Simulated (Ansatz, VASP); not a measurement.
# LiF in VASP and in Ansatz

```
Li F
1.0
     0.00000    2.01400    2.01400
     2.01400    0.00000    2.01400
     2.01400    2.01400    0.00000
Li F
1 1
Direct
  0.00000 0.00000 0.00000
  0.39139 0.39139 0.60861
```

Change from the starting cell: all F atoms moved +0.438 Å, as atom 2 towards its neighbour atom 1 (Li) at 2.014 Å.

Alike in both runs: task single point; functional r2SCAN; k mesh 10 × 10 × 10; occupations gaussian, width 0.05 eV; no spin polarisation.

|  | VASP | Ansatz |
| --- | --- | --- |
| version | VASP 6.6.1 | Ansatz 0.2.0 |
| potentials or method | VASP PAW PBE potentials, release 64 (Li_sv, F), cutoff 520 eV | scalar-relativistic, plane waves, PAW |
| valence electrons in the cell | 10 | 10 |

```csv
,VASP,Ansatz,Ansatz less VASP
gap on the k mesh at the Fermi level (eV),9.90,9.76,-0.148
least direct gap on the mesh (eV),9.90,9.76,-0.148
rms of the force components (eV/Å),1.506,1.373,-0.1328
```

VASP's potentials were made for PBE, not for r2SCAN. Atom by atom the forces differ by 0.133 eV/Å (rms over components). The functional is the same, so the differences come from potentials, cutoffs and numerics.

Noted on VASP's run: the cutoff is short for stress, so the pressure is rough.
